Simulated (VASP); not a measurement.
# Mo (Im-3m) in VASP: single point with PBE

Aim: the single point of Mo with PBE.

Program: VASP 6.6.1. These are calculated values, not measurements. Logs are shortened: lines on timing, memory, paths and dates and some standing lists are left out, and cuts for length are marked.

## (1) The cell of the first run

It takes space group Im-3m (No. 229, cubic). The conventional cell has a = 3.147 Å, b = 3.147 Å, c = 3.147 Å, α = 90.00°, β = 90.00°, γ = 90.00°. Within 3.6 Å of Mo (site symmetry m-3m) lie 14 Mo at 2.73 to 3.15 Å.

## (2) Single point, PBE

Input file INCAR:

```
SYSTEM = Mo
  PREC = Accurate
  ENCUT = 500
  EDIFF = 1E-6
  ISMEAR = -1
  SIGMA = 0.1
  LREAL = .FALSE.
  LASPH = .TRUE.
  NELM = 120
  ALGO = Normal
  ISIF = 2
  LWAVE = .FALSE.
  LCHARG = .TRUE.
  GGA = PE
  LELF = .TRUE.
  LVHAR = .TRUE.
  NBANDS = 13
  GGA_COMPAT = .FALSE.
```

Input file KPOINTS:

```
Automatic mesh
0
G
  9 9 9
  0 0 0
```

Input file POSCAR:

```
Mo
1.0
   -1.5734000000      1.5734000000      1.5734000000
    1.5734000000     -1.5734000000      1.5734000000
    1.5734000000      1.5734000000     -1.5734000000
Mo
1
Direct
    0.0000000000      0.0000000000      0.0000000000
```

Potentials or basis: VASP PAW PBE potentials, release 64 (Mo_sv).

On the command line:

```sh
cat potpaw_PBE.64/Mo_sv/POTCAR > POTCAR
mpirun -np 1 vasp_std > vasp.out
```

OUTCAR:

```text
SYSTEM = Mo
   PREC = Accurate
   ENCUT = 500
   EDIFF = 1E-6
   ISMEAR = -1
   LREAL = .FALSE.
   LASPH = .TRUE.
   NELM = 120
   ISIF = 2
   GGA = PE

 ion  position               nearest neighbor table
   1  0.000  0.000  0.000-

  LATTYP: Found a body centered cubic cell.
 ALAT       =     3.1468000000

  Lattice vectors:

 A1 = (  -1.5734000000,   1.5734000000,   1.5734000000)
 A2 = (   1.5734000000,  -1.5734000000,   1.5734000000)
 A3 = (   1.5734000000,   1.5734000000,  -1.5734000000)

Analysis of symmetry for initial positions (statically):
=====================================================================
 Subroutine PRICEL returns:
 Original cell was already a primitive cell.

 Routine SETGRP: Setting up the symmetry group for a
 body centered cubic supercell.

 Subroutine GETGRP returns: Found 48 space group operations
 (whereof 48 operations were pure point group operations)
 out of a pool of 48 trial point group operations.

The static configuration has the point symmetry O_h .

Analysis of symmetry for dynamics (positions and initial velocities):
=====================================================================
 Subroutine PRICEL returns:
 Original cell was already a primitive cell.

 Routine SETGRP: Setting up the symmetry group for a
 body centered cubic supercell.

 Subroutine GETGRP returns: Found 48 space group operations
 (whereof 48 operations were pure point group operations)
 out of a pool of 48 trial point group operations.

The dynamic configuration has the point symmetry O_h .

 Subroutine INISYM returns: Found 48 space group operations
 (whereof 48 operations are pure point group operations),
 and found     1 'primitive' translations

----------------------------------------------------------------------------------------

                                     Primitive cell

  volume of cell :      15.5804

  direct lattice vectors                    reciprocal lattice vectors
    -1.573400000  1.573400000  1.573400000     0.000000000  0.317783145  0.317783145
     1.573400000 -1.573400000  1.573400000     0.317783145  0.000000000  0.317783145
     1.573400000  1.573400000 -1.573400000     0.317783145  0.317783145  0.000000000

  length of vectors
     2.725208741  2.725208741  2.725208741     0.449413233  0.449413233  0.449413233

  position of ions in fractional coordinates (direct lattice)
     0.000000000  0.000000000  0.000000000

  ion indices of the primitive-cell ions
   primitive index   ion index
                 1           1

----------------------------------------------------------------------------------------

 KPOINTS: Automatic mesh

Automatic generation of k-mesh.
 Grid dimensions read from file:
 generate k-points for:    9    9    9

 Generating k-lattice:

  Cartesian coordinates                     Fractional coordinates (reciprocal lattice)
     0.000000000  0.035309238  0.035309238     0.111111111  0.000000000  0.000000000
     0.035309238  0.000000000  0.035309238     0.000000000  0.111111111  0.000000000
     0.035309238  0.035309238  0.000000000     0.000000000  0.000000000  0.111111111

  Length of vectors
     0.049934804  0.049934804  0.049934804

  Shift w.r.t. Gamma in fractional coordinates (k-lattice)
     0.000000000  0.000000000  0.000000000

 Subroutine IBZKPT returns following result:
 ===========================================

 Found     35 irreducible k-points:

 Following reciprocal coordinates:
            Coordinates               Weight
  0.000000  0.000000  0.000000      1.000000
  0.111111  0.000000  0.000000     12.000000
  0.222222  0.000000  0.000000     12.000000
  0.333333  0.000000  0.000000     12.000000
  0.444444  0.000000  0.000000     12.000000
  0.111111  0.111111  0.000000     24.000000
[... 16 lines left out ...]
 -0.333333  0.444444  0.111111     48.000000
 -0.444444 -0.444444  0.111111     24.000000
 [... further k-points ...]
   k-points           NKPTS =     35   k-points in BZ     NKDIM =     35   number of bands    NBANDS=     13
   number of dos      NEDOS =    301   number of ions     NIONS =      1
   total plane-waves  NPLWV =   8000
   dimension x,y,z NGX =    20 NGY =   20 NGZ =   20
   dimension x,y,z NGXF=    40 NGYF=   40 NGZF=   40
   ions per type =               1
   NGX,Y,Z   is equivalent  to a cutoff of  12.20, 12.20, 12.20 a.u.
   NGXF,Y,Z  is equivalent  to a cutoff of  24.40, 24.40, 24.40 a.u.
 SYSTEM =  Mo
   PREC   = accura    normal or accurate (medium, high low for compatibility)
   ISTART =      0    job   : 0-new  1-cont  2-samecut
   ICHARG =      2    charge: 1-file 2-atom 10-const
   ISPIN  =      1    spin polarized calculation?
   LNONCOLLINEAR =      F non collinear calculations
   LSORBIT =      F    spin-orbit coupling
   LASPH  =      T    aspherical Exc in radial PAW
   ENCUT  =  500.0 eV  36.75 Ry    6.06 a.u.   4.97  4.97  4.97*2*pi/ulx,y,z
   NELM   =    120;   NELMIN=  2; NELMDL= -5     # of ELM steps
   EDIFF  = 0.1E-05   stopping-criterion for ELM
   LREAL  =      F    real-space projection
   EDIFFG = 0.1E-04   stopping-criterion for IOM
   NSW    =      0    number of steps for IOM
   IBRION =     -1    ionic relax: 0-MD 1-quasi-New 2-CG
   NFREE  =      0    steps in history (QN), initial steepest desc. (CG)
   ISIF   =      2    stress and relaxation
   ISYM   =      2    0-nonsym 1-usesym 2-fastsym
   POTIM  = 0.5000    time-step for ionic-motion
   TEBEG  =    0.0;   TEEND  =   0.0 temperature during run
   PSTRESS=    0.0 pullay stress
   NELECT =      14.0000    total number of electrons
   NUPDOWN=      -1.0000    fix difference up-down
   EMIN   =  10.00;   EMAX   =-10.00  energy-range for DOS
   EFERMI =   0.00;   METHOD = LEGACY
   ISMEAR =    -1;   SIGMA  =   0.10  broadening in eV -4-tet -1-fermi 0-gaus
   EFERMI_NEDOS =   21; number of points for ismear=-14 and -15
   IALGO  =     38    algorithm
   IMIX   =      4    mixing-type and parameters
     AMIX     =   0.40;   BMIX     =  1.00
     AMIX_MAG =   1.60;   BMIX_MAG =  1.00
  volume/ion in A,a.u.               =      15.58       105.14
  Fermi-wavevector in a.u.,A,eV,Ry     =   1.579762  2.985318 33.955358  2.495648
  Thomas-Fermi vector in A             =   2.680092
   LORBIT       =      0    0 simple, 1 ext, 2 COOP (PROOUT), +10 PAW based schemes
   GGA     = PE    functional components
   LHFCALC =     F    Hartree Fock is set to
   AEXX    =    0.0000 exact exchange contribution
   IVDW    =     0    specifies the selected vdW correction
   LEPSILON=     F    determine dielectric tensor
   LRPA    =     F    only Hartree local field effects (RPA)
 non-spin polarized calculation
  energy-cutoff  :      500.00
  volume of cell :       15.58
 maximum number of plane-waves:       410
   NGX =  9   NGY =  9   NGZ =  9

 number of electron      14.0000001 magnetization

 Free energy of the ion-electron system (eV)
  ---------------------------------------------------
  ext. energy  EPLUGINS =         0.00000000
  ---------------------------------------------------
  free energy    TOTEN  =       -10.95780111 eV

  energy without entropy =      -10.93882818  energy(sigma->0) =      -10.94831464

 E-fermi :  12.6243     XC(G=0): -13.4106

 val. band max:       12.5917422981   @ k =  -0.3333   0.3333   0.2222
 cond. band min:      12.8286061594   @ k =  -0.4444   0.4444   0.2222
 fundamental gap:      0.2368638613
 Fermi energy:        12.6242858885

 k-point     1 :       0.0000    0.0000    0.0000
  band No.  band energies     occupation
      1     -48.6446      2.00000
      2     -21.9027      2.00000
      3     -21.9027      2.00000
      4     -21.9027      2.00000
      5       5.3999      2.00000
      6      11.2703      2.00000
      7      11.2703      2.00000
      8      11.2703      2.00000
      9      14.3092      0.00000
     10      14.3092      0.00000
     11      27.4845      0.00000
     12      27.4845      0.00000
     13      27.4845      0.00000

 k-point     2 :       0.1111    0.0000    0.0000
  band No.  band energies     occupation
      1     -48.6139      2.00000
      2     -22.0788      2.00000
      3     -21.9571      2.00000
      4     -21.9040      2.00000
      5       5.9306      2.00000
      6      10.9757      2.00000
      7      11.2034      2.00000
      8      11.7804      1.99957
      9      13.9353      0.00000
     10      14.3218      0.00000
     11      27.8391      0.00000
     12      28.3921      0.00000
     13      28.4434      0.00000

 k-point     3 :       0.2222    0.0000    0.0000
  band No.  band energies     occupation
      1     -48.5353      2.00000
      2     -22.5109      2.00000
      3     -22.0928      2.00000
      4     -21.9074      2.00000
      5       7.1254      2.00000
      6      10.3100      2.00000
      7      11.0150      2.00000
      8      13.2220      0.00506
      9      13.7177      0.00004
     10      14.4213      0.00000
     11      27.7859      0.00000
     12      29.1804      0.00000
     13      30.8532      0.00000
[... 305 lines left out ...]
 k-point    23 :      -0.3333    0.4444    0.1111
  band No.  band energies     occupation
      1     -48.3588      2.00000
      2     -23.0645      2.00000
      3     -22.4990      2.00000
      4     -22.1280      2.00000
      5       8.5437      2.00000
      6       9.8851      2.00000
      7      10.9241      2.00000
      8      13.2584      0.00352
      9      15.5373      0.00000
     10      17.9279      0.00000
     11      25.3399      0.00000
     12      27.6805      0.00000
     13      30.1974      0.00000

 k-point    24 :      -0.4444   -0.4444    0.1111
  band No.  band energies     occupation
      1     -48.3307      2.00000
      2     -23.1709      2.00000
      3     -22.5711      2.00000
      4     -22.1271      2.00000
      5       8.2977      2.00000
      6      10.1257      2.00000
      7      10.7709      2.00000
      8      13.4095      0.00078
      9      16.3215      0.00000
     10      19.7688      0.00000
     11      23.6175      0.00000
     12      26.5631      0.00000
     13      29.3146      0.00000

 [... further k-points ...]

------------------------ aborting loop because EDIFF is reached ----------------------------------------

  FORCE on cell =-STRESS in cart. coord.  units (eV):
  Direction    XX          YY          ZZ          XY          YZ          ZX
  --------------------------------------------------------------------------------------
  -------------------------------------------------------------------------------------
  Total        0.3858165      0.3858165      0.3858165      0.0000000      0.0000000      0.0000000
  in kB       39.6747274     39.6747274     39.6747274      0.0000000      0.0000000      0.0000000
  external PRESSURE =      39.6747274 kB  Pullay stress =       0.0000000 kB

 VOLUME and BASIS-vectors are now :
 -----------------------------------------------------------------------------
  energy-cutoff  :      500.00
  volume of cell :       15.58
      direct lattice vectors                 reciprocal lattice vectors
    -1.573400000  1.573400000  1.573400000     0.000000000  0.317783145  0.317783145
     1.573400000 -1.573400000  1.573400000     0.317783145  0.000000000  0.317783145
     1.573400000  1.573400000 -1.573400000     0.317783145  0.317783145  0.000000000

 POSITION                                       TOTAL-FORCE (eV/Angst)
 -----------------------------------------------------------------------------------
      0.00000      0.00000      0.00000        -0.000000     -0.000000      0.000000
 -----------------------------------------------------------------------------------
    total drift:                                0.000000     -0.000000     -0.000000

  FREE ENERGIE OF THE ION-ELECTRON SYSTEM (eV)
  ---------------------------------------------------
  free  energy   TOTEN  =       -10.9578011059 eV

  energy  without entropy=      -10.9388281751  energy(sigma->0) =      -10.94831464
```

Wall time 3 s (1 thread of Intel Xeon 6975P-C (Granite Rapids), shared host); peak memory 0.12 GiB.

What came out:

```
Free energy            : -10.9578 eV
Pressure               : 4.0 GPa
Band gap on the k mesh : zero (band 7 reaches 15.91 eV, above the bottom of band 8 at 11.27 eV)
```
